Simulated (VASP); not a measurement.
# Pt (Im-3m) in VASP: further runs

Pt is run at these levels: r2SCAN; tasks: single point, relaxation of cell and atoms.

All numbers are computed with VASP 6.6.1; they aren't measurements. Logs are shortened: lines on timing, memory, paths and dates and some standing lists are left out, and cuts for length are marked.

### Step 1. The cell of the first run

It takes space group Im-3m (No. 229, cubic). Conventional cell: a = 3.140 Å, b = 3.140 Å, c = 3.140 Å, α = 90.00°, β = 90.00°, γ = 90.00°. Pt (site symmetry m-3m) has 14 Pt at 2.72 to 3.14 Å within 3.6 Å.

This isn't the form of Pt at room conditions, which is fcc.

### Step 2. Single point, r2SCAN, collinear spin

POSCAR

```
Pt
1.0
   -1.5700618736      1.5700618736      1.5700618736
    1.5700618736     -1.5700618736      1.5700618736
    1.5700618736      1.5700618736     -1.5700618736
Pt
1
Direct
    0.0000000000      0.0000000000      0.0000000000
```

INCAR.step1

```
SYSTEM = Pt
PREC = Accurate ; ENCUT = 520
ISMEAR = -1 ; SIGMA = 0.05
LREAL = .False. ; LASPH = .True.
NELM = 150 ; ISPIN = 2
MAGMOM = 1 ; LMAXMIX = 4
NBANDS = 15 ; GGA = PE
ALGO = Normal ; EDIFF = 1E-4
LWAVE = .True. ; LCHARG = .False.
```

INCAR.step2

```
SYSTEM = Pt
PREC = Accurate ; ENCUT = 520
EDIFF = 1E-6 ; ISMEAR = -1
SIGMA = 0.05 ; LREAL = .False.
LASPH = .True. ; NELM = 150
ALGO = Normal ; ISIF = 2
LWAVE = .False. ; LCHARG = .False.
ISPIN = 2 ; MAGMOM = 1
LORBIT = 11 ; LMAXMIX = 4
METAGGA = R2SCAN ; LMIXTAU = .True.
NBANDS = 15 ; ISTART = 1
```

KPOINTS

```
Automatic mesh
0
Gamma
  23 23 23
  0 0 0
```

Potentials or basis: VASP PAW PBE potentials, release 64 (Pt).

Started as:

```bash
cat potpaw_PBE.64/Pt/POTCAR > POTCAR
cp INCAR.step1 INCAR
mpirun -np 1 vasp_std > vasp.out
cp INCAR.step2 INCAR
mpirun -np 1 vasp_std > vasp.out
```

OUTCAR:

```text
SYSTEM = Pt
   PREC = Accurate
   ENCUT = 520
   EDIFF = 1E-6
   ISMEAR = -1
   LREAL = .False.
   LASPH = .True.
   NELM = 150
   ISIF = 2
   ISPIN = 2
   LORBIT = 11
   METAGGA = R2SCAN
   ISTART = 1

 ion  position               nearest neighbor table
   1  0.000  0.000  0.000-

  LATTYP: Found a body centered cubic cell.
 ALAT       =     3.1401237472

  Lattice vectors:

 A1 = (  -1.5700618736,   1.5700618736,   1.5700618736)
 A2 = (   1.5700618736,  -1.5700618736,   1.5700618736)
 A3 = (   1.5700618736,   1.5700618736,  -1.5700618736)

Analysis of symmetry for initial positions (statically):
=====================================================================
 Subroutine PRICEL returns:
 Original cell was already a primitive cell.

 Routine SETGRP: Setting up the symmetry group for a
 body centered cubic supercell.

 Subroutine GETGRP returns: Found 48 space group operations
 (whereof 48 operations were pure point group operations)
 out of a pool of 48 trial point group operations.

The static configuration has the point symmetry O_h .

Analysis of symmetry for dynamics (positions and initial velocities):
=====================================================================
 Subroutine PRICEL returns:
 Original cell was already a primitive cell.

 Routine SETGRP: Setting up the symmetry group for a
 body centered cubic supercell.

 Subroutine GETGRP returns: Found 48 space group operations
 (whereof 48 operations were pure point group operations)
 out of a pool of 48 trial point group operations.

The dynamic configuration has the point symmetry O_h .

Analysis of structural, dynamic, and magnetic symmetry:
=====================================================================
 Subroutine PRICEL returns:
 Original cell was already a primitive cell.

 Routine SETGRP: Setting up the symmetry group for a
 body centered cubic supercell.

 Subroutine GETGRP returns: Found 48 space group operations
 (whereof 48 operations were pure point group operations)
 out of a pool of 48 trial point group operations.

The overall configuration has the point symmetry O_h .

 Subroutine INISYM returns: Found 48 space group operations
 (whereof 48 operations are pure point group operations),
 and found     1 'primitive' translations

----------------------------------------------------------------------------------------

                                     Primitive cell

  volume of cell :      15.4814

  direct lattice vectors                    reciprocal lattice vectors
    -1.570061874  1.570061874  1.570061874     0.000000000  0.318458787  0.318458787
     1.570061874 -1.570061874  1.570061874     0.318458787  0.000000000  0.318458787
     1.570061874  1.570061874 -1.570061874     0.318458787  0.318458787  0.000000000

  length of vectors
     2.719426936  2.719426936  2.719426936     0.450368736  0.450368736  0.450368736

  position of ions in fractional coordinates (direct lattice)
     0.000000000  0.000000000  0.000000000

  ion indices of the primitive-cell ions
   primitive index   ion index
                 1           1

----------------------------------------------------------------------------------------

 KPOINTS: Automatic mesh

Automatic generation of k-mesh.
 Grid dimensions read from file:
 generate k-points for:   23   23   23

 Generating k-lattice:

  Cartesian coordinates                     Fractional coordinates (reciprocal lattice)
     0.000000000  0.013846034  0.013846034     0.043478261  0.000000000  0.000000000
     0.013846034  0.000000000  0.013846034     0.000000000  0.043478261  0.000000000
     0.013846034  0.013846034  0.000000000     0.000000000  0.000000000  0.043478261

  Length of vectors
     0.019581249  0.019581249  0.019581249

  Shift w.r.t. Gamma in fractional coordinates (k-lattice)
     0.000000000  0.000000000  0.000000000

 Subroutine IBZKPT returns following result:
 ===========================================

 Found    364 irreducible k-points:

 Following reciprocal coordinates:
            Coordinates               Weight
  0.000000  0.000000  0.000000      1.000000
  0.043478  0.000000  0.000000     12.000000
  0.086957  0.000000  0.000000     12.000000
  0.130435  0.000000  0.000000     12.000000
  0.173913  0.000000  0.000000     12.000000
  0.217391  0.000000  0.000000     12.000000
[... 16 lines left out ...]
  0.478261  0.043478  0.000000     24.000000
  0.086957  0.086957  0.000000     24.000000
 [... further k-points ...]
   k-points           NKPTS =    364   k-points in BZ     NKDIM =    364   number of bands    NBANDS=     15
   number of dos      NEDOS =    301   number of ions     NIONS =      1
   total plane-waves  NPLWV =   8000
   dimension x,y,z NGX =    20 NGY =   20 NGZ =   20
   dimension x,y,z NGXF=    40 NGYF=   40 NGZF=   40
   ions per type =               1
   NGX,Y,Z   is equivalent  to a cutoff of  12.23, 12.23, 12.23 a.u.
   NGXF,Y,Z  is equivalent  to a cutoff of  24.45, 24.45, 24.45 a.u.
 SYSTEM =  Pt
   PREC   = accura    normal or accurate (medium, high low for compatibility)
   ISTART =      1    job   : 0-new  1-cont  2-samecut
   ICHARG =      0    charge: 1-file 2-atom 10-const
   ISPIN  =      2    spin polarized calculation?
   LNONCOLLINEAR =      F non collinear calculations
   LSORBIT =      F    spin-orbit coupling
   LASPH  =      T    aspherical Exc in radial PAW
   ENCUT  =  520.0 eV  38.22 Ry    6.18 a.u.   5.06  5.06  5.06*2*pi/ulx,y,z
   NELM   =    150;   NELMIN=  2; NELMDL=  0     # of ELM steps
   EDIFF  = 0.1E-05   stopping-criterion for ELM
   LREAL  =      F    real-space projection
   EDIFFG = 0.1E-04   stopping-criterion for IOM
   NSW    =      0    number of steps for IOM
   IBRION =     -1    ionic relax: 0-MD 1-quasi-New 2-CG
   NFREE  =      0    steps in history (QN), initial steepest desc. (CG)
   ISIF   =      2    stress and relaxation
   ISYM   =      2    0-nonsym 1-usesym 2-fastsym
   POTIM  = 0.5000    time-step for ionic-motion
   TEBEG  =    0.0;   TEEND  =   0.0 temperature during run
   PSTRESS=    0.0 pullay stress
   NELECT =      10.0000    total number of electrons
   NUPDOWN=      -1.0000    fix difference up-down
   EMIN   =  10.00;   EMAX   =-10.00  energy-range for DOS
   EFERMI =   0.00;   METHOD = LEGACY
   ISMEAR =    -1;   SIGMA  =   0.05  broadening in eV -4-tet -1-fermi 0-gaus
   EFERMI_NEDOS =   21; number of points for ismear=-14 and -15
   IALGO  =     38    algorithm
   IMIX   =      4    mixing-type and parameters
     AMIX     =   0.40;   BMIX     =  1.00
     AMIX_MAG =   1.60;   BMIX_MAG =  1.00
  volume/ion in A,a.u.               =      15.48       104.47
  Fermi-wavevector in a.u.,A,eV,Ry     =   1.415157  2.674260 27.247984  2.002670
  Thomas-Fermi vector in A             =   2.536625
   LORBIT       =     11    0 simple, 1 ext, 2 COOP (PROOUT), +10 PAW based schemes
   METAGGA = R2SCAN    functional components
   LHFCALC =     F    Hartree Fock is set to
   AEXX    =    0.0000 exact exchange contribution
   IVDW    =     0    specifies the selected vdW correction
   LEPSILON=     F    determine dielectric tensor
   LRPA    =     F    only Hartree local field effects (RPA)
 spin polarized calculation
  energy-cutoff  :      520.00
  volume of cell :       15.48
 maximum number of plane-waves:       432
   NGX = 11   NGY = 11   NGZ = 11

 number of electron       9.9999997 magnetization       0.0000012

 number of electron       9.9999997 magnetization      -0.0000006

 Free energy of the ion-electron system (eV)
  ---------------------------------------------------
  ext. energy  EPLUGINS =         0.00000000
  ---------------------------------------------------
  free energy    TOTEN  =       -51.41535916 eV

  energy without entropy =      -51.40973351  energy(sigma->0) =      -51.41254633

 E-fermi :  10.3207     XC(G=0): -14.4199

 val. band max:       10.3113831063   @ k =  -0.3913   0.3913   0.3913
 cond. band min:      10.3223446589   @ k =  -0.4348   0.4783   0.3913
 fundamental gap:      0.0109615526
 Fermi energy:        10.3206716430

 spin component 1

 k-point     1 :       0.0000    0.0000    0.0000
  band No.  band energies     occupation
      1       0.3670      1.00000
      2       6.5999      1.00000
      3       6.5999      1.00000
      4       6.5999      1.00000
      5       9.1779      1.00000
      6       9.1779      1.00000
      7      28.4094      0.00000
      8      28.4094      0.00000
      9      28.4094      0.00000
     10      39.0853      0.00000
     11      39.0853      0.00000
     12      39.3780      0.00000
     13      39.3780      0.00000
     14      39.3780      0.00000
     15      44.5492      0.00000
[... 397 lines left out ...]
 k-point    24 :       0.0870    0.0870    0.0000
  band No.  band energies     occupation
      1       1.3079      1.00000
      2       6.3297      1.00000
      3       6.4476      1.00000
      4       7.4288      1.00000
      5       8.7845      1.00000
      6       9.2400      1.00000
      7      28.5085      0.00000
      8      28.9709      0.00000
      9      29.3898      0.00000
     10      33.6710      0.00000
     11      35.3747      0.00000
     12      36.8920      0.00000
     13      41.7342      0.00000
     14      43.4665      0.00000
     15      44.2114      0.00000

 [... further k-points ...]

 spin component 2

 k-point     1 :       0.0000    0.0000    0.0000
  band No.  band energies     occupation
      1       0.3670      1.00000
      2       6.5999      1.00000
      3       6.5999      1.00000
      4       6.5999      1.00000
      5       9.1779      1.00000
      6       9.1779      1.00000
      7      28.4094      0.00000
      8      28.4094      0.00000
      9      28.4094      0.00000
     10      39.0853      0.00000
     11      39.0853      0.00000
     12      39.3780      0.00000
     13      39.3780      0.00000
     14      39.3780      0.00000
     15      44.5492      0.00000
[... 397 lines left out ...]
 k-point    24 :       0.0870    0.0870    0.0000
  band No.  band energies     occupation
      1       1.3079      1.00000
      2       6.3297      1.00000
      3       6.4476      1.00000
      4       7.4288      1.00000
      5       8.7845      1.00000
      6       9.2400      1.00000
      7      28.5085      0.00000
      8      28.9709      0.00000
      9      29.3898      0.00000
     10      33.6710      0.00000
     11      35.3747      0.00000
     12      36.8920      0.00000
     13      41.7342      0.00000
     14      43.4665      0.00000
     15      44.2114      0.00000

 [... further k-points ...]

------------------------ aborting loop because EDIFF is reached ----------------------------------------

  FORCE on cell =-STRESS in cart. coord.  units (eV):
  Direction    XX          YY          ZZ          XY          YZ          ZX
  --------------------------------------------------------------------------------------
  -------------------------------------------------------------------------------------
  Total        0.0426087      0.0426087      0.0426087     -0.0000000      0.0000000     -0.0000000
  in kB        4.4095987      4.4095987      4.4095987     -0.0000000      0.0000000     -0.0000000
  external PRESSURE =       4.4095987 kB  Pullay stress =       0.0000000 kB

 VOLUME and BASIS-vectors are now :
 -----------------------------------------------------------------------------
  energy-cutoff  :      520.00
  volume of cell :       15.48
      direct lattice vectors                 reciprocal lattice vectors
    -1.570061874  1.570061874  1.570061874     0.000000000  0.318458787  0.318458787
     1.570061874 -1.570061874  1.570061874     0.318458787  0.000000000  0.318458787
     1.570061874  1.570061874 -1.570061874     0.318458787  0.318458787  0.000000000

 POSITION                                       TOTAL-FORCE (eV/Angst)
 -----------------------------------------------------------------------------------
      0.00000      0.00000      0.00000        -0.000000      0.000000     -0.000000
 -----------------------------------------------------------------------------------
    total drift:                               -0.000000     -0.000000     -0.000000

  FREE ENERGIE OF THE ION-ELECTRON SYSTEM (eV)
  ---------------------------------------------------
  free  energy   TOTEN  =       -51.4153591602 eV

  energy  without entropy=      -51.4097335053  energy(sigma->0) =      -51.41254633

 total charge

# of ion       s       p       d       tot
------------------------------------------
    1        0.633   0.544   8.075   9.251

 magnetization (x)

# of ion       s       p       d       tot
------------------------------------------
    1        0.000   0.000   0.000   0.000
```

Wall time 7 min (1 thread of Intel Xeon 8259CL, shared host); peak memory 0.21 GiB.

What came out:

* Free energy: -51.4154 eV
* Pressure: 0.4 GPa
* Band gap on the k mesh: zero (filled and empty bands overlap)
* Net moment: 0.00 μB per cell
* Valence electrons inside the program's atomic spheres: Pt 9.25

Caveat: the PAW data sets were made with another functional, which shifts forces and pressure a little; spin-orbit coupling is left out, which moves the levels of the heavy elements.

### Step 3. Relaxation of cell and atoms, r2SCAN, collinear spin

This run uses another cell than the first one, of 15.09 Å³/atom.

POSCAR

```
Pt
1.0
   -1.5568832667      1.5568832667      1.5568832667
    1.5568832667     -1.5568832667      1.5568832667
    1.5568832667      1.5568832667     -1.5568832667
Pt
1
Direct
    0.0000000000      0.0000000000      0.0000000000
```

INCAR.step1

```
SYSTEM = Pt
ALGO = Normal
EDIFF = 1E-4
ENCUT = 600
GGA = PE
ISMEAR = -1
ISPIN = 2
LASPH = .TRUE.
LCHARG = .FALSE.
LMAXMIX = 4
LREAL = .FALSE.
LWAVE = .TRUE.
MAGMOM = 1
NELM = 150
PREC = Accurate
SIGMA = 0.05
```

INCAR.step2

```
SYSTEM = Pt
ALGO = Normal
EDIFF = 1E-6
EDIFFG = -0.01
ENCUT = 600
IBRION = 2
ISIF = 3
ISMEAR = -1
ISPIN = 2
ISTART = 1
LASPH = .TRUE.
LCHARG = .FALSE.
LMAXMIX = 4
LMIXTAU = .TRUE.
LORBIT = 11
LREAL = .FALSE.
LWAVE = .FALSE.
MAGMOM = 1
METAGGA = R2SCAN
NELM = 150
NSW = 80
PREC = Accurate
SIGMA = 0.05
```

KPOINTS

```
k-points
0
G
  14 14 14
  0 0 0
```

Potentials or basis: VASP PAW PBE potentials, release 64 (Pt).

Started as:

```bash
cat potpaw_PBE.64/Pt/POTCAR > POTCAR
cp INCAR.step1 INCAR
mpirun -np 1 vasp_std > vasp.out
cp INCAR.step2 INCAR
mpirun -np 1 vasp_std > vasp.out
```

OUTCAR:

```text
SYSTEM = Pt
   EDIFF = 1E-6
   EDIFFG = -0.01
   ENCUT = 600
   IBRION = 2
   ISIF = 3
   ISMEAR = -1
   ISPIN = 2
   ISTART = 1
   LASPH = .TRUE.
   LORBIT = 11
   LREAL = .FALSE.
   METAGGA = R2SCAN
   NELM = 150
   NSW = 80
   PREC = Accurate

 ion  position               nearest neighbor table
   1  0.000  0.000  0.000-

  LATTYP: Found a body centered cubic cell.
 ALAT       =     3.1137665334

  Lattice vectors:

 A1 = (  -1.5568832667,   1.5568832667,   1.5568832667)
 A2 = (   1.5568832667,  -1.5568832667,   1.5568832667)
 A3 = (   1.5568832667,   1.5568832667,  -1.5568832667)

Analysis of symmetry for initial positions (statically):
=====================================================================
 Subroutine PRICEL returns:
 Original cell was already a primitive cell.

 Routine SETGRP: Setting up the symmetry group for a
[... 241 lines left out ...]
      9      27.0152      0.00000
     10      36.6679      0.00000
[... 688 lines left out ...]
 number of electron      10.0000001 magnetization       0.0000000

 number of electron      10.0000001 magnetization      -0.0000000

 Free energy of the ion-electron system (eV)
  ---------------------------------------------------
  ext. energy  EPLUGINS =         0.00000000
  ---------------------------------------------------
  free energy    TOTEN  =       -51.40207058 eV

  energy without entropy =      -51.39032678  energy(sigma->0) =      -51.39619868

 E-fermi :  10.2106     XC(G=0): -14.4029

 val. band max:       10.1920391564   @ k =  -0.4286   0.5000   0.3571
 cond. band min:      10.2243373192   @ k =  -0.3571   0.4286   0.1429
 fundamental gap:      0.0322981629
 Fermi energy:        10.2106243481

 spin component 1

 k-point     1 :       0.0000    0.0000    0.0000
  band No.  band energies     occupation
      1       0.3466      1.00000
      2       6.5657      1.00000
      3       6.5657      1.00000
      4       6.5657      1.00000
      5       9.1331      1.00000
      6       9.1331      1.00000
      7      28.3636      0.00000
      8      28.3636      0.00000
      9      28.3636      0.00000
     10      38.9979      0.00000
[... 643 lines left out ...]
  FREE ENERGIE OF THE ION-ELECTRON SYSTEM (eV)
  ---------------------------------------------------
  free  energy   TOTEN  =       -51.4020705845 eV

  energy  without entropy=      -51.3903267818  energy(sigma->0) =      -51.39619868

 reached required accuracy - stopping structural energy minimisation

 total charge

# of ion       s       p       d       tot
------------------------------------------
    1        0.630   0.543   8.072   9.245

 magnetization (x)

# of ion       s       p       d       tot
------------------------------------------
    1       -0.000  -0.000   0.000   0.000
```

OUTCAR.step1:

```text
SYSTEM = Pt
   EDIFF = 1E-4
   ENCUT = 600
   GGA = PE
   ISMEAR = -1
   ISPIN = 2
   LASPH = .TRUE.
[... 863 lines left out ...]
 -----------------------------------------------------------------------------------
      0.00000      0.00000      0.00000         0.000000      0.000000      0.000000
 -----------------------------------------------------------------------------------
    total drift:                               -0.000000      0.000000      0.000000

  FREE ENERGIE OF THE ION-ELECTRON SYSTEM (eV)
  ---------------------------------------------------
  free  energy   TOTEN  =        -5.9725927201 eV

  energy  without entropy=       -5.9608955355  energy(sigma->0) =       -5.96674413
```

OSZICAR.step1:

```text
N       E                     dE             d eps       ncg     rms          rms(c)
DAV:   1     0.437728809669E+02    0.43773E+02   -0.56059E+03  4224   0.996E+02
DAV:   2    -0.561399953636E+01   -0.49387E+02   -0.47217E+02  4510   0.193E+02
DAV:   3    -0.622667985322E+01   -0.61268E+00   -0.60926E+00  4752   0.213E+01
DAV:   4    -0.622898924449E+01   -0.23094E-02   -0.23092E-02  4626   0.151E+00
DAV:   5    -0.622900706180E+01   -0.17817E-04   -0.17817E-04  4658   0.127E-01    0.129E+01
DAV:   6    -0.601444360178E+01    0.21456E+00   -0.71499E-01  4326   0.719E+00    0.686E+00
DAV:   7    -0.597563379079E+01    0.38810E-01   -0.15106E-01  4456   0.310E+00    0.317E+00
DAV:   8    -0.597391463458E+01    0.17192E-02   -0.27084E-03  4500   0.457E-01    0.153E+00
DAV:   9    -0.597243544991E+01    0.14792E-02   -0.20493E-03  4480   0.393E-01    0.136E-01
DAV:  10    -0.597259104539E+01   -0.15560E-03   -0.22982E-04  3654   0.116E-01    0.270E-02
DAV:  11    -0.597259272013E+01   -0.16747E-05   -0.41662E-06  2226   0.204E-02
   1 F= -.59725927E+01 E0= -.59667441E+01  d E =-.116972E-01  mag=    -0.0004
```

It took 6.4 min on 1 thread of Intel Xeon 8259CL, shared host; peak memory 0.16 GiB.

What came out:

* Free energy: -51.4021 eV
* Relaxed volume: 15.52 Å³/atom
* Relaxed cell: a = 2.722 Å, b = 2.722 Å, c = 2.722 Å, α = 109.47°, β = 109.47°, γ = 109.47°
* Space group after relaxing (to 0.1 Å): Im-3m (No. 229)
* Energy gained by relaxing: 10.2 meV/atom
* Ionic steps: 4
* Pressure after relaxing: 0.0 GPa
* Band gap on the k mesh: zero (filled and empty bands overlap)
* Net moment: 0.00 μB per cell
* Valence electrons inside the program's atomic spheres: Pt 9.24

The path:
| step | energy change (eV) | largest force (eV/Å) | pressure (GPa) | volume (Å³) |
| --- | --- | --- | --- | --- |
| 1 | 0.0000 | 0.0000 | 7.89 | 15.09 |
| 2 | 0.0597 | 0.0000 | -16.37 | 16.78 |
| 3 | -0.0101 | 0.0000 | -0.24 | 15.54 |
| 4 | -0.0102 | 0.0000 | -0.01 | 15.52 |

Final structure:
```xyz
1
Lattice="-1.5715 1.5715 1.5715 1.5715 -1.5715 1.5715 1.5715 1.5715 -1.5715" Properties=species:S:1:pos:R:3 pbc="T T T"
Pt    0.0000    0.0000    0.0000
```

Caveat: the PAW data sets were made with another functional, which shifts forces and pressure a little; spin-orbit coupling is left out, which moves the levels of the heavy elements.
